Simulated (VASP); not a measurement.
# Cl in VASP: further runs

Runs on Cl. Level: PBE. Tasks: single point.

Program: VASP 6.6.1. These are calculated values, not measurements. Logs are shortened: lines on timing, memory, paths and dates and some standing lists are left out, and cuts for length are marked.

### Step 1. The cell of the first run

The cell holds a disordered packing, 16 atoms: a = 8.143 Å, b = 8.143 Å, c = 8.143 Å, α = 90.00°, β = 90.00°, γ = 90.00°.

### Step 2. Single point, PBE

INCAR reads:

```
SYSTEM = Cl
PREC     = Accurate       ! precision mode
ENCUT    = 520            ! plane-wave cutoff, eV
EDIFF    = 1E-6           ! SCF threshold, eV
ISMEAR   = -1             ! smearing method
SIGMA    = 0.05           ! smearing width, eV
LREAL    = Auto         
LASPH    = .True.         ! aspherical terms in the spheres
NELM     = 80             ! most SCF steps
ALGO     = Normal         ! electronic algorithm
ISIF     = 2              ! what is computed and relaxed
LWAVE    = .False.        ! write WAVECAR
LCHARG   = .False.        ! write CHGCAR
GGA      = PE             ! functional
NBANDS   = 70             ! bands
```

KPOINTS reads:

```
Automatic mesh
0
Gamma
  1 1 1
  0 0 0
```

POSCAR reads:

```
Cl
1.0
    8.1432530000      0.0000000000      0.0000000000
    0.0000000000      8.1432530000      0.0000000000
    0.0000000000      0.0000000000      8.1432530000
Cl
16
Direct
    0.6408447902      0.2451831897      0.6333200640
    0.6264906977      0.0204692399      0.5291503617
    0.7544580976      0.6295847074      0.7018939022
    0.6453870366      0.6436222329      0.4782140446
    0.9852972965     -0.0188526816      0.1812210033
    0.9943681983     -0.0026490141     -0.0695985411
    0.1598474842      0.6351989304      0.5529266208
    0.2368685829      0.6439439867      0.3095294863
    0.2645645703      0.6546861909      0.9553561514
    0.4131186180      0.8399974820      0.8822410068
    0.4651136151      0.1524185830      0.2273869858
    0.3571437096      0.2490647724      0.0253015859
    0.1175416083      0.2742959407      0.5654486216
    0.0884985542      0.0191378934      0.5682344879
   -0.2057844630      0.3749553422      0.1394527854
   -0.0689726964      0.5355996040      0.0092501333
```

Potentials or basis: VASP PAW PBE potentials, release 64 (Cl).

Launch:

```console
$ cat potpaw_PBE.64/Cl/POTCAR > POTCAR
$ mpirun -np 1 vasp_gam > vasp.out
```

OUTCAR:

```text
SYSTEM = Cl
   PREC = Accurate
   ENCUT = 520
   EDIFF = 1E-6
   ISMEAR = -1
   LREAL = Auto
   LASPH = .True.
   NELM = 80
   ISIF = 2
   GGA = PE

 ion  position               nearest neighbor table
   1  0.641  0.245  0.633-   2 2.02
   2  0.626  0.020  0.529-   1 2.02
   3  0.754  0.630  0.702-   4 2.03
   4  0.645  0.644  0.478-   3 2.03
   5  0.985  0.981  0.181-   6 2.05
   6  0.994  0.997  0.930-   5 2.05
[... 8 lines left out ...]
  15  0.794  0.375  0.139-  16 2.02
  16  0.931  0.536  0.009-  15 2.02

  LATTYP: Found a simple cubic cell.
 ALAT       =     8.1432530000

  Lattice vectors:

 A1 = (   8.1432530000,   0.0000000000,   0.0000000000)
 A2 = (   0.0000000000,   8.1432530000,   0.0000000000)
 A3 = (   0.0000000000,   0.0000000000,   8.1432530000)

Analysis of symmetry for initial positions (statically):
=====================================================================
 Subroutine PRICEL returns:
 Original cell was already a primitive cell.

 Routine SETGRP: Setting up the symmetry group for a
 simple cubic supercell.

 Subroutine GETGRP returns: Found  1 space group operations
 (whereof  1 operations were pure point group operations)
 out of a pool of 48 trial point group operations.

The static configuration has the point symmetry C_1 .

Analysis of symmetry for dynamics (positions and initial velocities):
=====================================================================
 Subroutine PRICEL returns:
 Original cell was already a primitive cell.

 Routine SETGRP: Setting up the symmetry group for a
 simple cubic supercell.

 Subroutine GETGRP returns: Found  1 space group operations
 (whereof  1 operations were pure point group operations)
 out of a pool of 48 trial point group operations.

The dynamic configuration has the point symmetry C_1 .

 Subroutine INISYM returns: Found  1 space group operations
 (whereof  1 operations are pure point group operations),
 and found     1 'primitive' translations

----------------------------------------------------------------------------------------

                                     Primitive cell

  volume of cell :     540.0000

  direct lattice vectors                    reciprocal lattice vectors
     8.143253000  0.000000000  0.000000000     0.122801048  0.000000000  0.000000000
     0.000000000  8.143253000  0.000000000     0.000000000  0.122801048  0.000000000
     0.000000000  0.000000000  8.143253000     0.000000000  0.000000000  0.122801048

  length of vectors
     8.143253000  8.143253000  8.143253000     0.122801048  0.122801048  0.122801048

  position of ions in fractional coordinates (direct lattice)
     0.640844790  0.245183190  0.633320064
     0.626490698  0.020469240  0.529150362
     0.754458098  0.629584707  0.701893902
     0.645387037  0.643622233  0.478214045
     0.985297297  0.981147318  0.181221003
     0.994368198  0.997350986  0.930401459
[... 8 lines left out ...]
     0.794215537  0.374955342  0.139452785
     0.931027304  0.535599604  0.009250133

  ion indices of the primitive-cell ions
   primitive index   ion index
                 1           1
                 2           2
                 3           3
                 4           4
                 5           5
                 6           6
[... 8 lines left out ...]
                15          15
                16          16

----------------------------------------------------------------------------------------

 KPOINTS: Automatic mesh

Automatic generation of k-mesh.
 Grid dimensions read from file:
 generate k-points for:    1    1    1

 Generating k-lattice:

  Cartesian coordinates                     Fractional coordinates (reciprocal lattice)
     0.122801048  0.000000000  0.000000000     1.000000000  0.000000000  0.000000000
     0.000000000  0.122801048  0.000000000     0.000000000  1.000000000  0.000000000
     0.000000000  0.000000000  0.122801048     0.000000000  0.000000000  1.000000000

  Length of vectors
     0.122801048  0.122801048  0.122801048

  Shift w.r.t. Gamma in fractional coordinates (k-lattice)
     0.000000000  0.000000000  0.000000000

 Subroutine IBZKPT returns following result:
 ===========================================

 Found      1 irreducible k-points:

 Following reciprocal coordinates:
            Coordinates               Weight
  0.000000  0.000000  0.000000      1.000000
   k-points           NKPTS =      1   k-points in BZ     NKDIM =      1   number of bands    NBANDS=     70
   number of dos      NEDOS =    301   number of ions     NIONS =     16
   total plane-waves  NPLWV = 262144
   dimension x,y,z NGX =    64 NGY =   64 NGZ =   64
   dimension x,y,z NGXF=   128 NGYF=  128 NGZF=  128
   ions per type =              16
   NGX,Y,Z   is equivalent  to a cutoff of  13.07, 13.07, 13.07 a.u.
   NGXF,Y,Z  is equivalent  to a cutoff of  26.13, 26.13, 26.13 a.u.
 SYSTEM =  Cl
   PREC   = accura    normal or accurate (medium, high low for compatibility)
   ISTART =      0    job   : 0-new  1-cont  2-samecut
   ICHARG =      2    charge: 1-file 2-atom 10-const
   ISPIN  =      1    spin polarized calculation?
   LNONCOLLINEAR =      F non collinear calculations
   LSORBIT =      F    spin-orbit coupling
   LASPH  =      T    aspherical Exc in radial PAW
   ENCUT  =  520.0 eV  38.22 Ry    6.18 a.u.  15.14 15.14 15.14*2*pi/ulx,y,z
   NELM   =     80;   NELMIN=  2; NELMDL= -5     # of ELM steps
   EDIFF  = 0.1E-05   stopping-criterion for ELM
   LREAL  =      T    real-space projection
   EDIFFG = 0.1E-04   stopping-criterion for IOM
   NSW    =      0    number of steps for IOM
   IBRION =     -1    ionic relax: 0-MD 1-quasi-New 2-CG
   NFREE  =      0    steps in history (QN), initial steepest desc. (CG)
   ISIF   =      2    stress and relaxation
   ISYM   =      2    0-nonsym 1-usesym 2-fastsym
   POTIM  = 0.5000    time-step for ionic-motion
   TEBEG  =    0.0;   TEEND  =   0.0 temperature during run
   PSTRESS=    0.0 pullay stress
   NELECT =     112.0000    total number of electrons
   NUPDOWN=      -1.0000    fix difference up-down
   EMIN   =  10.00;   EMAX   =-10.00  energy-range for DOS
   EFERMI =   0.00;   METHOD = LEGACY
   ISMEAR =    -1;   SIGMA  =   0.05  broadening in eV -4-tet -1-fermi 0-gaus
   EFERMI_NEDOS =   21; number of points for ismear=-14 and -15
   IALGO  =     38    algorithm
   IMIX   =      4    mixing-type and parameters
     AMIX     =   0.40;   BMIX     =  1.00
     AMIX_MAG =   1.60;   BMIX_MAG =  1.00
  volume/ion in A,a.u.               =      33.75       227.76
  Fermi-wavevector in a.u.,A,eV,Ry     =   0.969058  1.831253 12.776858  0.939073
  Thomas-Fermi vector in A             =   2.099079
   LORBIT       =      0    0 simple, 1 ext, 2 COOP (PROOUT), +10 PAW based schemes
   GGA     = PE    functional components
   LHFCALC =     F    Hartree Fock is set to
   AEXX    =    0.0000 exact exchange contribution
   IVDW    =     0    specifies the selected vdW correction
   LEPSILON=     F    determine dielectric tensor
   LRPA    =     F    only Hartree local field effects (RPA)
 non-spin polarized calculation
  energy-cutoff  :      520.00
  volume of cell :      540.00
 maximum number of plane-waves:      7266
 NGX is ok and might be reduce to    64
   NGX = 31   NGY = 31   NGZ = 31

 number of electron     111.9999994 magnetization

 Free energy of the ion-electron system (eV)
  ---------------------------------------------------
  ext. energy  EPLUGINS =         0.00000000
  ---------------------------------------------------
  free energy    TOTEN  =       -29.72620201 eV

  energy without entropy =      -29.72620197  energy(sigma->0) =      -29.72620199

 E-fermi :  -0.4103     XC(G=0):  -7.0032

 val. band max:       -1.3507528018   @ k =   0.0000   0.0000   0.0000
 cond. band min:       0.5157652720   @ k =   0.0000   0.0000   0.0000
 fundamental gap:      1.8665180738
 Fermi energy:        -0.4102808207

 k-point     1 :       0.0000    0.0000    0.0000
  band No.  band energies     occupation
      1     -18.3559      2.00000
      2     -18.0761      2.00000
      3     -17.9692      2.00000
      4     -17.8173      2.00000
      5     -17.7742      2.00000
      6     -17.6685      2.00000
[... 60 lines left out ...]
     67       6.4951      0.00000
     68       6.7075      0.00000
 [bands above 68 left out]

------------------------ aborting loop because EDIFF is reached ----------------------------------------

  FORCE on cell =-STRESS in cart. coord.  units (eV):
  Direction    XX          YY          ZZ          XY          YZ          ZX
  --------------------------------------------------------------------------------------
  -------------------------------------------------------------------------------------
  Total        1.6185442     -2.9237566     -3.9675286     -0.6471357      0.6874527      0.2697937
  in kB        4.8022122     -8.6747709    -11.7716371     -1.9200483      2.0396686      0.8004766
  external PRESSURE =      -5.2147319 kB  Pullay stress =       0.0000000 kB

 VOLUME and BASIS-vectors are now :
 -----------------------------------------------------------------------------
  energy-cutoff  :      520.00
  volume of cell :      540.00
      direct lattice vectors                 reciprocal lattice vectors
     8.143253000  0.000000000  0.000000000     0.122801048  0.000000000  0.000000000
     0.000000000  8.143253000  0.000000000     0.000000000  0.122801048  0.000000000
     0.000000000  0.000000000  8.143253000     0.000000000  0.000000000  0.122801048

 POSITION                                       TOTAL-FORCE (eV/Angst)
 -----------------------------------------------------------------------------------
      5.21856      1.99659      5.15729         0.008839     -0.206572     -0.222059
      5.10167      0.16669      4.30901         0.004526      0.188331      0.189461
      6.14374      5.12687      5.71570        -0.068340     -0.005208     -0.131927
      5.25555      5.24118      3.89422        -0.028516     -0.006706      0.228446
      8.02353      7.98973      1.47573         0.117816      0.082352     -0.086693
      8.09739      8.12168      7.57649         0.011344      0.018903      0.084793
[... 8 lines left out ...]
      6.46750      3.05336      1.13560         0.109330      0.207679     -0.233063
      7.58159      4.36152      0.07533        -0.239648     -0.148952      0.224613
 -----------------------------------------------------------------------------------
    total drift:                                0.000324      0.002960     -0.002797

  FREE ENERGIE OF THE ION-ELECTRON SYSTEM (eV)
  ---------------------------------------------------
  free  energy   TOTEN  =       -29.7262020080 eV

  energy  without entropy=      -29.7262019720  energy(sigma->0) =      -29.72620199
```

It took 1.8 min on 1 thread of Intel Xeon 8259CL, shared host; peak memory 0.5 GiB.

Results:

* Free energy: -29.7262 eV
* Pressure: -0.5 GPa
* Largest force: 0.361 eV/Å

Forces in eV/Å, atoms in the order of the input:
```
Cl   0.009 -0.207 -0.222
Cl   0.005  0.188  0.189
Cl  -0.068 -0.005 -0.132
Cl  -0.029 -0.007  0.228
Cl   0.118  0.082 -0.087
Cl   0.011  0.019  0.085
Cl   0.143 -0.043 -0.290
Cl  -0.113 -0.027  0.279
Cl   0.206  0.179 -0.136
Cl  -0.205 -0.229  0.170
Cl  -0.062  0.097 -0.199
Cl   0.126 -0.103  0.157
Cl   0.020 -0.216 -0.006
Cl  -0.030  0.211 -0.030
Cl   0.109  0.208 -0.233
Cl  -0.240 -0.149  0.225
```

Levels at points of the mesh, in eV from the Fermi level:
```
           k point  band 53  band 54  band 55  band 56  band 57  band 58  band 59  band 60
(0.00, 0.00, 0.00)    -1.30    -1.18    -1.00    -0.94     0.93     1.21     1.57     1.60
```

Caveat: the k points lie up to 0.77 Å⁻¹ apart.

### Step 3. Single point, PBE

INCAR reads:

```
SYSTEM = Cl
  PREC = Accurate
  ENCUT = 520
  EDIFF = 1E-6
  ISMEAR = -1
  SIGMA = 0.05
  LREAL = Auto
  LASPH = .True.
  NELM = 80
  ALGO = Normal
  ISIF = 2
  LWAVE = .False.
  LCHARG = .True.
  GGA = PE
  LELF = .True.
  LVHAR = .True.
  NBANDS = 70
```

KPOINTS reads:

```
regular mesh
0
Gamma
  1 1 1
  0 0 0
```

POSCAR reads:

```
Cl
1.0
    8.1432530000      0.0000000000      0.0000000000
    0.0000000000      8.1432530000      0.0000000000
    0.0000000000      0.0000000000      8.1432530000
Cl
16
Direct
    0.7045587310      0.1830718019      0.7455988412
    0.6851561655      0.0399840211      0.5417245418
    0.7665732601      0.5727686466      0.7252875479
    0.6816440555      0.6050039217      0.4902709028
    1.0065510675      0.0433610499      0.2240873518
    0.9985689994      0.0688791076     -0.0279126781
    0.1251097074      0.7209895112      0.5839558221
    0.2803916322      0.7707976161      0.3942527636
    0.3063640538      0.7502161605      1.0481437823
    0.4924567614      0.7701958910      0.8760135538
    0.5020598034      0.2267398545      0.1508733672
    0.2947716349      0.2490405247     -0.0092591990
    0.1388634247      0.3385993288      0.5882661389
    0.0718017726      0.0793049166      0.5787736179
   -0.2731218102      0.4249775857      0.0985601209
   -0.0769471365      0.5735422932      0.0434347306
```

Potentials or basis: VASP PAW PBE potentials, release 64 (Cl).

Launch:

```console
$ cat potpaw_PBE.64/Cl/POTCAR > POTCAR
$ mpirun -np 1 vasp_gam > vasp.out
```

Run time: 2 min. Hardware: 1 thread of Intel Xeon 8259CL, shared host; peak memory 0.51 GiB.

Results (log left out):

* Free energy: -28.6553 eV
* Pressure: -0.2 GPa
* Largest force: 1.769 eV/Å

Forces on the atoms (eV/Å):
```
Cl  -0.374 -0.484 -0.796
Cl  -0.285  0.309  0.646
Cl   0.175  0.586 -0.831
Cl   0.193 -0.345  0.423
Cl   0.117  0.301 -0.282
Cl  -0.328 -0.311  0.110
Cl   0.139  0.005 -0.174
Cl  -0.109 -0.357  0.165
Cl   0.604  0.186 -0.542
Cl  -0.783 -0.083  0.678
Cl  -1.311 -0.133 -0.625
Cl   1.411 -0.079  1.064
Cl  -0.480 -0.849 -0.167
Cl   0.694  0.994  0.357
Cl  -0.082  0.017 -0.145
Cl   0.421  0.242  0.119
```

Stress tensor (GPa, compression positive):
```
 1.03  0.12 -0.28
 0.12 -0.43 -0.03
-0.28 -0.03 -1.35
```

Levels at points of the mesh, in eV from the Fermi level:
```csv
k point,band 54,band 55,band 56,band 57,band 58,band 59
"(0.00, 0.00, 0.00)",-1.00,-0.86,-0.79,0.78,0.97,1.06
```

Caveat: the k points lie up to 0.77 Å⁻¹ apart.

### Step 4. Single point, PBE

INCAR reads:

```
ALGO     = Normal         # electronic algorithm
EDIFF    = 1E-6           # SCF threshold, eV
ENCUT    = 520            # plane-wave cutoff, eV
GGA      = PE             # functional
ISIF     = 2              # what is computed and relaxed
ISMEAR   = -1             # smearing method
LASPH    = T              # aspherical terms in the spheres
LCHARG   = F              # write CHGCAR
LREAL    = Auto         
LWAVE    = F              # write WAVECAR
NBANDS   = 70             # bands
NELM     = 60             # most SCF steps
PREC     = Accurate       # precision mode
SIGMA    = 0.05           # smearing width, eV
```

KPOINTS reads:

```
k-points
0
Gamma
  1 1 1
```

POSCAR reads:

```
Cl
1.0
    8.1432530000      0.0000000000      0.0000000000
    0.0000000000      8.1432530000      0.0000000000
    0.0000000000      0.0000000000      8.1432530000
Cl
16
Direct
    0.6996589692      0.1993552208      0.7321275662
    0.6165226599      0.0152518901      0.6056179269
    0.8272001373      0.6246889296      0.7117548724
    0.6647834717      0.6213978615      0.5156784396
    0.9558096746      0.0819451391      0.2856966374
    0.9371807557      0.0707456836      0.0257390996
    0.1842015715      0.8222880954      0.6268870683
    0.2879070563      0.7828321188      0.3885670751
    0.2828967736      0.7310469170      1.0290113791
    0.4844869734      0.7872652366      0.8573600747
    0.4977863269      0.2854633155      0.1370336891
    0.3812235724      0.3680224598     -0.0635249820
    0.1014827858      0.3895617636      0.5588921282
    0.1494120347      0.1120559560      0.5660145890
   -0.2112178020      0.4801029760      0.0530500526
   -0.0701685186      0.6776775817      0.0203726938
```

Launch:

```console
$ cat potpaw_PBE.64/Cl/POTCAR > POTCAR
$ mpirun -np 1 vasp_gam > vasp.out
```

Wall time 95 s (1 thread of Intel Xeon 8259CL, shared host); peak memory 0.52 GiB.

Results (log left out):

```yaml
Free_energy: -27.6559 eV
Pressure: 0.2 GPa
Largest_force: 2.316 eV/Å
```

Forces in eV/Å, atoms in the order of the input:
```
Cl   0.411  0.734  0.292
Cl  -0.175 -0.772 -0.558
Cl  -0.921  0.403 -1.253
Cl   0.596 -0.222  0.386
Cl   0.134 -0.151 -1.528
Cl  -0.138  0.123  1.154
Cl   0.195 -0.882 -1.420
Cl  -0.323 -0.143  0.374
Cl   1.153  0.798 -0.895
Cl  -0.881 -0.123  1.552
Cl  -0.228 -0.055 -0.219
Cl  -0.026 -0.480  0.195
Cl   0.692 -1.181  0.068
Cl  -0.560  2.079  0.854
Cl  -0.095 -0.368  0.627
Cl   0.167  0.241  0.372
```

Stress tensor (GPa, compression positive):
```
 0.75  0.14  0.52
 0.14  0.71  0.33
 0.52  0.33 -0.78
```

Levels at points of the mesh, in eV from the Fermi level:
```
           k point  band 52  band 53  band 54  band 55  band 56  band 57  band 58  band 59  band 60  band 61
(0.00, 0.00, 0.00)    -0.93    -0.87    -0.80    -0.63    -0.58     0.56     0.98     1.50     1.64     1.85
```

Caveat: the k points lie up to 0.77 Å⁻¹ apart.

### Step 5. Overview

```tsv
cell	pressure (GPa)	largest force (eV/Å)
as given, atomic positions A	-0.5	0.36
as given, atomic positions B	-0.2	1.77
as given, atomic positions C	0.2	2.32
```

Alike in all rows: task single point; level PBE; potentials or basis VASP PAW PBE potentials, release 64 (Cl); no spin polarisation; k mesh 1 × 1 × 1; cutoff (eV) 520; smearing fermi-dirac 0.05 eV.

Caveats: all runs use coarse meshes.

Total energies depend on the potentials used, so only differences within one code and one set of settings carry meaning.
